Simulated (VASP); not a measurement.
# Sc (P6_3/mmc) in VASP: further runs, part 2 of 2

VASP 6.6.1.

## (4) Single point, LDA

This run uses another cell than the first one, of 24.50 Å³/atom, 1.043 times its volume.

Input file INCAR:

```
ALGO = Normal
EDIFF = 1E-6
ENCUT = 520
GGA = CA
ISIF = 2
ISMEAR = 0
LASPH = T
LCHARG = T
LELF = T
LREAL = F
LVHAR = T
LWAVE = F
NBANDS = 18
NELM = 60
PREC = Accurate
SIGMA = 0.05
```

Input file KPOINTS:

```
k-points
0
Gamma
  9 9 5
```

Input file POSCAR:

```
Sc
1.0
    3.2867912771      0.0000000000      0.0000000000
   -1.6433956386      2.8464447429      0.0000000000
    0.0000000000      0.0000000000      5.2379076584
Sc
2
Direct
    0.6666666667      0.3333333333      0.7500000000
    0.3333333333      0.6666666667      0.2500000000
```

Potentials or basis: VASP PAW LDA potentials, release 64 (Sc_sv).

Launch:

```sh
> cat potpaw_LDA.64/Sc_sv/POTCAR > POTCAR
> mpirun -np 1 vasp_std > vasp.out
```

OUTCAR:

```text
EDIFF = 1E-6
   ENCUT = 520
   GGA = CA
   ISIF = 2
   ISMEAR = 0
   LASPH = T
   LREAL = F
   NELM = 60
   PREC = Accurate

 ion  position               nearest neighbor table
   1  0.667  0.333  0.750-   2 3.23   2 3.23   2 3.23   2 3.23   2 3.23   2 3.23
   2  0.333  0.667  0.250-   1 3.23   1 3.23   1 3.23   1 3.23   1 3.23   1 3.23

  LATTYP: Found a hexagonal cell.
 ALAT       =     3.2867912771
 C/A-ratio  =     1.5936234512

  Lattice vectors:

 A1 = (   3.2867912771,   0.0000000000,   0.0000000000)
 A2 = (  -1.6433956386,   2.8464447429,   0.0000000000)
 A3 = (   0.0000000000,   0.0000000000,   5.2379076584)

Analysis of symmetry for initial positions (statically):
=====================================================================
 Subroutine PRICEL returns:
 Original cell was already a primitive cell.

 Routine SETGRP: Setting up the symmetry group for a
 hexagonal supercell.

 Subroutine GETGRP returns: Found 24 space group operations
 (whereof 12 operations were pure point group operations)
 out of a pool of 24 trial point group operations.

The static configuration has the point symmetry D_3d.
 The point group associated with its full space group is D_6h.

Analysis of symmetry for dynamics (positions and initial velocities):
=====================================================================
 Subroutine PRICEL returns:
 Original cell was already a primitive cell.

 Routine SETGRP: Setting up the symmetry group for a
 hexagonal supercell.

 Subroutine GETGRP returns: Found 24 space group operations
 (whereof 12 operations were pure point group operations)
 out of a pool of 24 trial point group operations.

The dynamic configuration has the point symmetry D_3d.
 The point group associated with its full space group is D_6h.

 Subroutine INISYM returns: Found 24 space group operations
[... 106 lines left out ...]
   TEBEG  =    0.0;   TEEND  =   0.0 temperature during run
   PSTRESS=    0.0 pullay stress
   NELECT =      22.0000    total number of electrons
   NUPDOWN=      -1.0000    fix difference up-down
   EMIN   =  10.00;   EMAX   =-10.00  energy-range for DOS
   EFERMI =   0.00;   METHOD = LEGACY
   ISMEAR =     0;   SIGMA  =   0.05  broadening in eV -4-tet -1-fermi 0-gaus
   EFERMI_NEDOS =   21; number of points for ismear=-14 and -15
   IALGO  =     38    algorithm
   IMIX   =      4    mixing-type and parameters
     AMIX     =   0.40;   BMIX     =  1.00
     AMIX_MAG =   1.60;   BMIX_MAG =  1.00
  volume/ion in A,a.u.               =      24.50       165.35
  Fermi-wavevector in a.u.,A,eV,Ry     =   1.253540  2.368847 21.379681  1.571362
  Thomas-Fermi vector in A             =   2.387388
   LORBIT       =      0    0 simple, 1 ext, 2 COOP (PROOUT), +10 PAW based schemes
   GGA     = CA    functional components
   LHFCALC =     F    Hartree Fock is set to
   AEXX    =    0.0000 exact exchange contribution
   IVDW    =     0    specifies the selected vdW correction
   LEPSILON=     F    determine dielectric tensor
   LRPA    =     F    only Hartree local field effects (RPA)
 non-spin polarized calculation
 Gauss-broadening in eV      SIGMA  =   0.05
  energy-cutoff  :      520.00
  volume of cell :       49.00
 maximum number of plane-waves:      1338
   NGX = 13   NGY = 13   NGZ = 19

 number of electron      22.0000001 magnetization

 Free energy of the ion-electron system (eV)
  ---------------------------------------------------
  ext. energy  EPLUGINS =         0.00000000
  ---------------------------------------------------
  free energy    TOTEN  =       -13.38669172 eV

  energy without entropy =      -13.37981630  energy(sigma->0) =      -13.38325401

 E-fermi :   3.4949     XC(G=0): -10.1683

 val. band max:        3.4899248529   @ k =   0.4444   0.1111   0.4000
 cond. band min:       3.5028812921   @ k =   0.1111   0.1111   0.2000
 fundamental gap:      0.0129564392
 Fermi energy:         3.4949416426

 k-point     1 :       0.0000    0.0000    0.0000
  band No.  band energies     occupation
      1     -45.3066      2.00000
      2     -45.2356      2.00000
      3     -24.4784      2.00000
      4     -24.1192      2.00000
      5     -24.1192      2.00000
      6     -24.0567      2.00000
[... 481 lines left out ...]
      5     -24.3391      2.00000
      6     -24.2349      2.00000
[... 10 lines left out ...]
     17       7.0685      0.00000
     18       7.0685      0.00000

 [... further k-points ...]
[... 5 lines left out ...]
  --------------------------------------------------------------------------------------
  -------------------------------------------------------------------------------------
  Total       -1.1577042     -1.1577042     -1.7357542      0.0000000      0.0000000     -0.0000000
  in kB      -37.8508360    -37.8508360    -56.7500277      0.0000000      0.0000000     -0.0000000
  external PRESSURE =     -44.1505666 kB  Pullay stress =       0.0000000 kB

 VOLUME and BASIS-vectors are now :
 -----------------------------------------------------------------------------
  energy-cutoff  :      520.00
  volume of cell :       49.00
      direct lattice vectors                 reciprocal lattice vectors
     3.286791277  0.000000000  0.000000000     0.304248100  0.175657722  0.000000000
    -1.643395639  2.846444743  0.000000000     0.000000000  0.351315444  0.000000000
     0.000000000  0.000000000  5.237907658     0.000000000  0.000000000  0.190915928

 POSITION                                       TOTAL-FORCE (eV/Angst)
 -----------------------------------------------------------------------------------
      1.64340      0.94881      3.92843         0.000000     -0.000000      0.000000
     -0.00000      1.89763      1.30948        -0.000000      0.000000      0.000000
 -----------------------------------------------------------------------------------
    total drift:                                0.000000     -0.000000      0.000000

  FREE ENERGIE OF THE ION-ELECTRON SYSTEM (eV)
  ---------------------------------------------------
  free  energy   TOTEN  =       -13.3866917212 eV

  energy  without entropy=      -13.3798162986  energy(sigma->0) =      -13.38325401
```

It took 20 s on 1 thread of Intel Xeon Platinum 8259CL at 2.50GHz (Skylake/Cascade Lake), shared host; peak memory 0.15 GiB.

Results:

| Property | Result |
| --- | --- |
| Free energy | -13.3867 eV |
| Pressure | -4.4 GPa |
| Band gap on the k mesh | zero (band 11 reaches 4.16 eV, above the bottom of band 12 at 3.00 eV) |

Stress tensor (GPa, compression positive):
```
-3.79  0.00  0.00
 0.00 -3.79  0.00
 0.00  0.00 -5.68
```

## (5) Single point, LDA

This run uses another cell than the first one, of 25.00 Å³/atom, 1.064 times its volume.

Input file INCAR:

```
SYSTEM = Sc
PREC = Accurate ; ENCUT = 520
EDIFF = 1E-6 ; ISMEAR = 0
SIGMA = 0.05 ; LREAL = .False.
LASPH = .True. ; NELM = 80
ALGO = Normal ; ISIF = 2
LWAVE = .False. ; LCHARG = .False.
GGA = CA ; NBANDS = 18
```

Input file KPOINTS:

```
regular mesh
0
Gamma
  9 9 5
  0 0 0
```

Input file POSCAR:

```
Sc
1.0
    3.3090000000      0.0000000000      0.0000000000
   -1.6545000000      2.8656780611      0.0000000000
    0.0000000000      0.0000000000      5.2733000000
Sc
2
Direct
    0.6666666667      0.3333333333      0.7500000000
    0.3333333333      0.6666666667      0.2500000000
```

Launch:

```sh
> cat potpaw_LDA.64/Sc_sv/POTCAR > POTCAR
> mpirun -np 1 vasp_std > vasp.out
```

Wall time 29 s (1 thread of Intel Xeon Platinum 8259CL at 2.50GHz (Skylake/Cascade Lake), shared host); peak memory 0.16 GiB.

The run converged. Its results:

| Quantity | Value |
| --- | --- |
| Free energy | -13.3568 eV |
| Pressure | -5.3 GPa |
| Band gap on the k mesh | zero (band 11 reaches 4.03 eV, above the bottom of band 12 at 2.91 eV) |

Stress tensor (GPa, compression positive):
```
-4.72  0.00  0.00
 0.00 -4.72  0.00
 0.00  0.00 -6.49
```

Levels at points of the mesh, in eV from the Fermi level:
```tsv
k point	band 8	band 9	band 10	band 11	band 12	band 13	band 14	band 15
(0.00, 0.00, 0.00)	-27.60	-5.05	-1.67	0.52	1.53	1.53	1.65	1.94
```

## (6) Summary

| cell | gap on the mesh (eV) | pressure (GPa) |
| --- | --- | --- |
| a = 3.241, b = 3.241, c = 5.166 Å, angles 90.0, 90.0, 120.0°, 2 atoms | none | -2.3 |
| a = 3.264, b = 3.264, c = 5.202 Å, angles 90.0, 90.0, 120.0°, 2 atoms | none | -3.4 |
| a = 3.287, b = 3.287, c = 5.238 Å, angles 90.0, 90.0, 120.0°, 2 atoms | none | -4.4 |
| a = 3.309, b = 3.309, c = 5.273 Å, angles 90.0, 90.0, 120.0°, 2 atoms | none | -5.3 |

Alike in all rows: task single point; level LDA; potentials or basis VASP PAW LDA potentials, release 64 (Sc_sv); no spin polarisation; k mesh 9 × 9 × 5; cutoff (eV) 520; smearing gaussian 0.05 eV.

Total energies depend on the potentials used, so only differences within one code and one set of settings carry meaning.
